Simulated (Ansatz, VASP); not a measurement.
Two plane-wave programs on Ni

```
Ni
1.0
    -1.38264    1.38264    1.38264
     1.38264   -1.38264    1.38264
     1.38264    1.38264   -1.38264
Ni
1
Direct
  0.00000 0.00000 0.00000
```

Alike in both runs: task single point; functional r2SCAN; k mesh 20 × 20 × 20; occupations gaussian, width 0.05 eV; collinear spin.

|  | VASP | Ansatz |
| --- | --- | --- |
| version | VASP 6.6.1 | Ansatz 0.2.0 |
| potentials or method | VASP PAW PBE potentials, release 64 (Ni), cutoff 520 eV | scalar-relativistic, plane waves, PAW |
| valence electrons in the cell | 10 | 18 |

|  | VASP | Ansatz | Ansatz less VASP |
| --- | --- | --- | --- |
| gap on the k mesh at the Fermi level (eV) | none | none | - |
| pressure (GPa) | 0.4 | 0.0 | -0.39 |
| net moment per atom (μB) | 0.61 | 0.62 | +0.016 |
| size of the moment on the site where the two differ most (μB) | 0.62 | 0.68 | +0.057 |

VASP's potentials were made for PBE, not for r2SCAN. Site moments also hang on the region over which each program counts them. A gap of «none» marks a metal or a gap that the smearing closes. The functional is the same, so the differences come from potentials, cutoffs and numerics. VASP's potentials hold 10 valence electrons a cell and Ansatz's 18, so a difference there can come from the potentials and not from the codes. Ansatz's warnings: stability check not made.
